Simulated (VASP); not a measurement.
Input of a VASP 6.6.1 run:

Contents of INCAR:

```
  PREC = Accurate
  ENCUT = 600
  EDIFF = 1E-6
  ISMEAR = 0
  SIGMA = 0.05
  LREAL = False
  LASPH = True
  NELM = 80
  ALGO = Normal
  ISIF = 4
  LWAVE = False
  LCHARG = False
  GGA = PE
  IBRION = 2
  NSW = 60
  EDIFFG = -0.01
```

Contents of KPOINTS:

```
Automatic mesh
0
Gamma
  12 12 8
```

The input POSCAR:

```
BaB2
1.0
    3.2772482037      0.0000000000      0.0000000000
   -1.6386241019      2.8381801989      0.0000000000
    0.0000000000      0.0000000000      5.0118626108
Ba B
1 2
Direct
    0.0000000000      0.0000000000      0.0000000000
    0.3333333333      0.6666666667      0.5000000000
    0.6666666667      0.3333333333      0.5000000000
```

Potentials or basis: VASP PAW PBE potentials, release 64 (Ba_sv, B).

Launch:

```sh
$ cat potpaw_PBE.64/Ba_sv/POTCAR potpaw_PBE.64/B/POTCAR > POTCAR
$ mpirun -np 1 vasp_std > vasp.out
```

**Question.** Estimate the band gap on the k mesh.

**Answer.** Zero (bands 8 and 9 overlap by 2.24 eV).

Final structure:
```
Ba B
1.0
     3.27896    0.00000    0.00000
    -1.63948    2.83967    0.00000
     0.00000    0.00000    5.00662
Ba B
1 2
Direct
  0.00000 0.00000 0.00000
  0.33333 0.66667 0.50000
  0.66667 0.33333 0.50000
```

Caveat: spin-orbit coupling is left out, which moves the levels of the heavy elements.
